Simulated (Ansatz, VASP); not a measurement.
## One calculation of C, two programs

INCAR

```
PREC = Accurate ; ENCUT = 520
EDIFF = 1E-6 ; ISMEAR = 0
SIGMA = 0.05 ; LREAL = F
LASPH = T ; NELM = 80
ALGO = Normal ; ISIF = 2
LWAVE = F ; LCHARG = F
GGA = PE ; NBANDS = 11
```

Contents of KPOINTS:

```
Automatic mesh
0
Gamma
  12 12 12
```

File POSCAR:

```
C
1.0
    0.0000000000      1.7388150000      1.7834000000
    1.7388150000      0.0000000000      1.7834000000
    1.7388150000      1.7388150000      0.0000000000
C
2
Direct
    0.5000000000      0.5000000000      0.5000000000
    0.7500000000      0.7500000000      0.7500000000
```

Input for Ansatz:

```yaml
crystal:
  lattice:
    - [0.0, 1.738815, 1.7834]
    - [1.738815, 0.0, 1.7834]
    - [1.738815, 1.738815, 0.0]
  atoms:
    - { symbol: C, position: [0.5, 0.5, 0.5] }
    - { symbol: C, position: [0.75, 0.75, 0.75] }
basis:
  ecutwfc: 420
kpoints:
  mp_grid: { grid: [12, 12, 12] }
hamiltonian:
  xc: pbe
scf:
  occupations: { method: gaussian, width: 0.05 }
output:
  forces: true
  stress: true
  eigenvalues: true
```

Change from the starting cell: strain -0.0250 x Voigt [1, 1, 0, 0, 0, 0], atoms carried along.

Alike in both runs: task single point; functional PBE; k mesh 12 × 12 × 12; occupations gaussian, width 0.05 eV; no spin polarisation.

```csv
,VASP,Ansatz
version,VASP 6.6.1,Ansatz 0.2.0
potentials or method,"VASP PAW PBE potentials, release 64 (C), cutoff 520 eV","scalar-relativistic, plane waves, PAW"
valence electrons in the cell,8,8
```

VASP gave:

| Item | Value |
| --- | --- |
| gap on the k mesh at the Fermi level (eV) | 3.94 |
| least direct gap on the mesh (eV) | 5.49 |
| pressure (GPa) | 27.1 |
| traceless stress, the component that is largest in VASP (GPa) | -16.99 |

**Question.** Estimate Ansatz's values.

**Answer.** gap on the k mesh at the Fermi level (eV): 3.95; least direct gap on the mesh (eV): 5.50; pressure (GPa): 26.2; traceless stress, the component that is largest in VASP (GPa): -17.00.
